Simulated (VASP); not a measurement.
# CdS (F-43m) in VASP: vibrations by perturbation theory with LDA

Aim: the vibrations by perturbation theory of CdS with LDA.

Program: VASP 6.6.1. These are calculated values, not measurements. Logs are shortened: lines on timing, memory, paths and dates and some standing lists are left out, and cuts for length are marked.

## 1. The cell of the first run

It takes space group F-43m (No. 216, cubic). Conventional cell: a = 5.879 Å, b = 5.879 Å, c = 5.879 Å, α = 90.00°, β = 90.00°, γ = 90.00°. Within 3.4 Å of Cd (site symmetry -43m) lie 4 S at 2.55 Å. S (site symmetry -43m) has 4 Cd at 2.55 Å within 3.4 Å.

## 2. Vibrations by perturbation theory, LDA

INCAR

```
  PREC = Accurate
  ENCUT = 520
  EDIFF = 1E-8
  ISMEAR = 0
  SIGMA = 0.01
  LREAL = F
  LASPH = T
  NELM = 80
  ALGO = Normal
  ISIF = 2
  LWAVE = F
  LCHARG = F
  NBANDS = 16
  IBRION = 8
  NSW = 1
  LEPSILON = T
```

KPOINTS

```
Automatic mesh
0
Gamma
  8 8 8
```

POSCAR

```
CdS
1.0
    0.0000000000      2.9393400439      2.9393400439
    2.9393400439      0.0000000000      2.9393400439
    2.9393400439      2.9393400439      0.0000000000
Cd S
1 1
Direct
    0.0000000000      0.0000000000      0.0000000000
    0.7500000000      0.7500000000      0.7500000000
```

Potentials or basis: VASP PAW LDA potentials, release 64 (Cd, S).

Started as:

```
$ cat potpaw_LDA.64/Cd/POTCAR potpaw_LDA.64/S/POTCAR > POTCAR
$ mpirun -np 1 vasp_std > vasp.out
```

OUTCAR:

```text
PREC = Accurate
   ENCUT = 520
   EDIFF = 1E-8
   ISMEAR = 0
   LREAL = F
   LASPH = T
   NELM = 80
   ISIF = 2
   IBRION = 8
   NSW = 1
   LEPSILON = T

 ion  position               nearest neighbor table
   1  0.000  0.000  0.000-   2 2.55   2 2.55   2 2.55   2 2.55
   2  0.750  0.750  0.750-   1 2.55   1 2.55   1 2.55   1 2.55

  LATTYP: Found a face centered cubic cell.
 ALAT       =     5.8786800878

  Lattice vectors:

 A1 = (   0.0000000000,   2.9393400439,   2.9393400439)
 A2 = (   2.9393400439,   0.0000000000,   2.9393400439)
 A3 = (   2.9393400439,   2.9393400439,   0.0000000000)

Analysis of symmetry for initial positions (statically):
=====================================================================
 Subroutine PRICEL returns:
 Original cell was already a primitive cell.

 Routine SETGRP: Setting up the symmetry group for a
 face centered cubic supercell.

 Subroutine GETGRP returns: Found 24 space group operations
 (whereof 24 operations were pure point group operations)
 out of a pool of 48 trial point group operations.

The static configuration has the point symmetry T_d .

Analysis of symmetry for dynamics (positions and initial velocities):
=====================================================================
 Subroutine PRICEL returns:
 Original cell was already a primitive cell.

 Routine SETGRP: Setting up the symmetry group for a
 face centered cubic supercell.

 Subroutine GETGRP returns: Found 24 space group operations
 (whereof 24 operations were pure point group operations)
 out of a pool of 48 trial point group operations.

The dynamic configuration has the point symmetry T_d .

 Subroutine INISYM returns: Found 24 space group operations
 (whereof 24 operations are pure point group operations),
 and found     1 'primitive' translations

----------------------------------------------------------------------------------------

                                     Primitive cell

  volume of cell :      50.7901

  direct lattice vectors                    reciprocal lattice vectors
     0.000000000  2.939340044  2.939340044    -0.170106212  0.170106212  0.170106212
     2.939340044  0.000000000  2.939340044     0.170106212 -0.170106212  0.170106212
     2.939340044  2.939340044  0.000000000     0.170106212  0.170106212 -0.170106212

  length of vectors
     4.156854555  4.156854555  4.156854555     0.294632601  0.294632601  0.294632601

  position of ions in fractional coordinates (direct lattice)
     0.000000000  0.000000000  0.000000000
     0.750000000  0.750000000  0.750000000

  ion indices of the primitive-cell ions
   primitive index   ion index
                 1           1
                 2           2

----------------------------------------------------------------------------------------

 KPOINTS: Automatic mesh

Automatic generation of k-mesh.
 Grid dimensions read from file:
 generate k-points for:    8    8    8

 Generating k-lattice:

  Cartesian coordinates                     Fractional coordinates (reciprocal lattice)
    -0.021263276  0.021263276  0.021263276     0.125000000  0.000000000  0.000000000
     0.021263276 -0.021263276  0.021263276     0.000000000  0.125000000  0.000000000
     0.021263276  0.021263276 -0.021263276     0.000000000  0.000000000  0.125000000

  Length of vectors
     0.036829075  0.036829075  0.036829075

  Shift w.r.t. Gamma in fractional coordinates (k-lattice)
     0.000000000  0.000000000  0.000000000

 Subroutine IBZKPT returns following result:
 ===========================================

 Found     29 irreducible k-points:

 Following reciprocal coordinates:
            Coordinates               Weight
  0.000000  0.000000  0.000000      1.000000
  0.125000  0.000000  0.000000      8.000000
  0.250000  0.000000  0.000000      8.000000
[... 559 lines left out ...]
      direct lattice vectors                 reciprocal lattice vectors
     0.000000000  2.939340044  2.939340044    -0.170106212  0.170106212  0.170106212
     2.939340044  0.000000000  2.939340044     0.170106212 -0.170106212  0.170106212
     2.939340044  2.939340044  0.000000000     0.170106212  0.170106212 -0.170106212

 POSITION                                       TOTAL-FORCE (eV/Angst)
 -----------------------------------------------------------------------------------
      0.00000      0.00000      0.00000        -0.000000     -0.000000     -0.000000
      4.40901      4.40901      4.40901         0.000000      0.000000      0.000000
 -----------------------------------------------------------------------------------
    total drift:                               -0.000000     -0.000000     -0.000000

  FREE ENERGIE OF THE ION-ELECTRON SYSTEM (eV)
  ---------------------------------------------------
  free  energy   TOTEN  =        -7.3785289615 eV

  energy  without entropy=       -7.3785289615  energy(sigma->0) =       -7.37852896

 HEAD OF MICROSCOPIC STATIC DIELECTRIC TENSOR (INDEPENDENT PARTICLE, excluding Hartree and local field effects)
 ------------------------------------------------------
           8.209210    -0.000000     0.000000
           0.000000     8.209210    -0.000000
          -0.000000    -0.000000     8.209210
 ------------------------------------------------------

 Free energy of the ion-electron system (eV)
  ---------------------------------------------------
  ---------------------------------------------------
  free energy    TOTEN  =        -0.99413347 eV

  energy without entropy =       -0.99413347

------------------------ aborting loop because EDIFF is reached ----------------------------------------

--------------------------------------- Ionic step        2  -------------------------------------------

------------------------ aborting loop because EDIFF is reached ----------------------------------------

--------------------------------------- Ionic step        3  -------------------------------------------

------------------------ aborting loop because EDIFF is reached ----------------------------------------

 PIEZOELECTRIC TENSOR FIELD DIRECTION 3  (e Angst)
 -----------------------------------------------------------------------------
    -0.00128  2.10637  0.00000           ( -0.00000 -0.03039  0.00000)
     2.10637 -0.00128  0.00000           ( -0.03039 -0.00000  0.00000)
     0.00000  0.00000  0.00050           (  0.00000  0.00000 -0.00000)

 PIEZOELECTRIC TENSOR FIELD DIRECTION 3  (C/m^2)
 -----------------------------------------------------------------------------
    -0.00040  0.66445  0.00000
     0.66445 -0.00040  0.00000
     0.00000  0.00000  0.00016

--------------------------------------- Ionic step        4  -------------------------------------------

------------------------ aborting loop because EDIFF is reached ----------------------------------------

[... ionic steps 5 to 6 ...]

--------------------------------------- Ionic step        7  -------------------------------------------

 Free energy of the ion-electron system (eV)
  ---------------------------------------------------
  ---------------------------------------------------
  free energy    TOTEN  =        -0.10595794 eV

  energy without entropy =       -0.10595794

------------------------ aborting loop because EDIFF is reached ----------------------------------------

 INTERNAL STRAIN TENSOR  FOR ION    2  DIRECTION 1   (eV/Angst):
 -----------------------------------------------------------------------------
    -0.00347  0.00000  0.00000
     0.00000  0.00503  5.01908
     0.00000  5.01908  0.00503

 MACROSCOPIC STATIC DIELECTRIC TENSOR (including local field effects in DFT)
 ------------------------------------------------------
           7.773153     0.000000     0.000000
           0.000000     7.773153     0.000000
           0.000000     0.000000     7.773153
 ------------------------------------------------------

 PIEZOELECTRIC TENSOR (including local field effects)  for field in x, y, z        (e  Angst)
          XX          YY          ZZ          XY          YZ          ZX
  --------------------------------------------------------------------------------
  x     0.00000     0.00000    -0.00000     0.00000     2.12089     0.00000
  y     0.00000     0.00000    -0.00000     0.00000     0.00000     2.12089
  z    -0.00000    -0.00000     0.00000     2.12089     0.00000     0.00000

 PIEZOELECTRIC TENSOR (including local field effects)  for field in x, y, z        (C/m^2)
          XX          YY          ZZ          XY          YZ          ZX
  --------------------------------------------------------------------------------
  x     0.00000     0.00000    -0.00000     0.00000     0.66903     0.00000
  y     0.00000     0.00000    -0.00000     0.00000     0.00000     0.66903
  z    -0.00000    -0.00000     0.00000     0.66903     0.00000     0.00000

 BORN EFFECTIVE CHARGES (including local field effects) (in |e|, cummulative output)
 ---------------------------------------------------------------------------------
 ion    1
    1     2.25207    -0.00000     0.00000
    2     0.00000     2.25207    -0.00000
    3     0.00000    -0.00000     2.25207
 ion    2
    1    -2.25207     0.00000    -0.00000
    2    -0.00000    -2.25207     0.00000
    3     0.00000     0.00000    -2.25207

 INTERNAL STRAIN TENSOR FOR ION    2 for displacements in x,y,z  (eV/Angst):
          X           Y           Z          XY          YZ          ZX
  --------------------------------------------------------------------------------
  x     0.00000     0.00000     0.00000     0.00000     5.01908     0.00000
  y     0.00000     0.00000     0.00000     0.00000     0.00000     5.01908
  z     0.00000     0.00000     0.00000     5.01908     0.00000     0.00000

 SECOND DERIVATIVES (NOT SYMMETRIZED)
 ------------------------------------
               1X          1Y          1Z          2X          2Y          2Z
  1X    -4.511234    0.000000    0.000000    4.511234    0.000000    0.000000
  1Y     0.000000   -4.511234    0.000000    0.000000    4.511234    0.000000
  1Z     0.000000    0.000000   -4.511234    0.000000    0.000000    4.511234
  2X     4.479979    0.000000    0.000000   -4.479979    0.000000    0.000000
  2Y     0.000000    4.479979    0.000000    0.000000   -4.479979    0.000000
  2Z     0.000000    0.000000    4.479979    0.000000    0.000000   -4.479979

 Eigenvectors and eigenvalues of the dynamical matrix
 ----------------------------------------------------

   1 f  =    6.629759 THz    41.656001 2PiTHz  221.144940 cm-1    27.418466 meV
             X         Y         Z           dx          dy          dz
      0.000000  0.000000  0.000000     0.000000    0.000000   -0.472387
      4.409010  4.409010  4.409010     0.000000    0.000000    0.881391
[... 21 lines left out ...]
   6 f/i=    0.009595 THz     0.060289 2PiTHz    0.320064 cm-1     0.039683 meV
             X         Y         Z           dx          dy          dz
      0.000000  0.000000  0.000000    -0.021213    0.874131    0.110885
      4.409010  4.409010  4.409010    -0.011369    0.468496    0.059429

--------------------------------------------------------------------------------------------------------

 MACROSCOPIC STATIC DIELECTRIC TENSOR IONIC CONTRIBUTION
 ------------------------------------------------------
           4.019380     0.000000     0.000000
           0.000000     4.019380    -0.000000
           0.000000    -0.000000     4.019380
 ------------------------------------------------------

 ELASTIC MODULI CONTR FROM IONIC RELAXATION (kBar)
 Direction    XX          YY          ZZ          XY          YZ          ZX
 --------------------------------------------------------------------------------
 XX           0.0000      0.0000      0.0000      0.0000      0.0000      0.0000
 YY           0.0000      0.0000      0.0000      0.0000      0.0000      0.0000
 ZZ           0.0000      0.0000      0.0000      0.0000      0.0000      0.0000
 XY           0.0000      0.0000      0.0000   -180.6340      0.0000      0.0000
 YZ           0.0000      0.0000      0.0000      0.0000   -180.6340      0.0000
 ZX           0.0000      0.0000      0.0000      0.0000      0.0000   -180.6340
 --------------------------------------------------------------------------------

 PIEZOELECTRIC TENSOR IONIC CONTR  for field in x, y, z        (C/m^2)
          XX          YY          ZZ          XY          YZ          ZX
  --------------------------------------------------------------------------------
  x     0.00000     0.00000     0.00000    -0.00000    -0.80177     0.00000
  y     0.00000     0.00000     0.00000     0.00000    -0.00000    -0.80177
  z     0.00000     0.00000     0.00000    -0.80177     0.00000     0.00000
```

Run time: 9.3 min. Hardware: 1 thread of Intel Xeon 8259CL, shared host; peak memory 0.34 GiB.

What came out:

| Quantity | Value |
| --- | --- |
| Electronic dielectric tensor (diagonal) | 7.77 |
| Born charges (mean of the diagonal) | Cd +2.25; S -2.25 e |
| Highest phonon frequency at Γ, LO-TO splitting left out | 221 cm⁻¹ |

Phonon frequencies in cm⁻¹ (negative: imaginary):
```csv
q point,frequencies
"(0.000, 0.000, 0.000)",0 0 0 221 221 221
```

Electronic dielectric tensor:
```
7.77 0.00 0.00
0.00 7.77 0.00
0.00 0.00 7.77
```

Born effective charge tensors (e):
atom 1, Cd
```
2.25 0.00 0.00
0.00 2.25 0.00
0.00 0.00 2.25
```
atom 2, S
```
-2.25  0.00  0.00
 0.00 -2.25  0.00
 0.00  0.00 -2.25
```

Caveat: the cell stands under pressure or tension, which shifts response properties.
